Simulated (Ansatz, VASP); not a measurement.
# One calculation of MnS, two programs

```
Mn S
1.0
     3.97600    0.00000    0.00000
    -1.98800    3.44332    0.00000
     0.00000    0.00000    6.43200
Mn S
2 2
Direct
  0.33333 0.66667 0.00000
  0.66667 0.33333 0.50000
  0.33333 0.66667 0.38500
  0.66667 0.33333 0.88500
```

Alike in both runs: task single point; functional LDA; k mesh 7 × 7 × 4; occupations fermi-dirac, width 0.1 eV; collinear spin.

|  | VASP | Ansatz |
| --- | --- | --- |
| version | VASP 6.6.1 | Ansatz 0.2.0 |
| potentials or method | VASP PAW LDA potentials, release 64 (Mn_pv, S), cutoff 500 eV | PAW, plane waves, scalar-relativistic |
| valence electrons in the cell | 38 | 42 |

|  | VASP | Ansatz | Ansatz less VASP |
| --- | --- | --- | --- |
| pressure (GPa) | -16.6 | -7.3 | +9.29 |
| traceless stress, the component that is largest in VASP (GPa) | 0.28 | -3.12 | -3.396 |
| rms of the force components (eV/Å) | 0.405 | 0.315 | -0.0896 |
| net moment per atom (μB) | 1.15 | 0.00 | -1.154 |
| size of the moment on the site where the two differ most (μB) | 0.23 | 3.96 | +3.730 |

The net moments are unlike, so the other rows may belong to different states. LDA's correlation is that of Perdew and Zunger in VASP and of Perdew and Wang (1992) in Ansatz. Site moments also hang on the region over which each program counts them. Atom by atom the forces differ by 0.455 eV/Å (rms over components). VASP's potentials hold 38 valence electrons a cell and Ansatz's 42, so a difference there can come from the potentials and not from the codes. Ansatz's warnings: seeded moment not kept.
